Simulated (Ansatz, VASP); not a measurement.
## Two plane-wave programs on GaSb3

```
Ga Sb
1.0
     0.00000    3.77700    3.58060
     3.77700    0.00000    3.58060
     3.77700    3.77700    0.00000
Ga Sb
1 3
Direct
  0.00000 0.00000 0.00000
  0.25000 0.25000 0.25000
  0.75000 0.75000 0.75000
  0.50000 0.50000 0.50000
```

Alike in both runs: task single point; functional PBEsol; k mesh 10 × 10 × 10; occupations gaussian, width 0.15 eV; no spin polarisation.

```csv
,VASP,Ansatz
version,VASP 6.6.1,Ansatz 0.2.0
potentials or method,"VASP PAW PBE potentials, release 64 (Ga_d, Sb), cutoff 520 eV","scalar-relativistic, plane waves, PAW"
valence electrons in the cell,28,58
```

|  | VASP | Ansatz | Ansatz less VASP |
| --- | --- | --- | --- |
| gap on the k mesh at the Fermi level (eV) | none | none | - |
| pressure (GPa) | -2.8 | -2.8 | +0.02 |
| traceless stress, the component that is largest in VASP (GPa) | 0.53 | 0.52 | -0.005 |

VASP's potentials were made for PBE, not for PBEsol, and Ansatz warns of the same on its side. A gap of «none» marks a metal or a gap that the smearing closes. VASP's potentials hold 28 valence electrons a cell and Ansatz's 58, so a difference there can come from the potentials and not from the codes.

Spin-orbit coupling is off throughout.
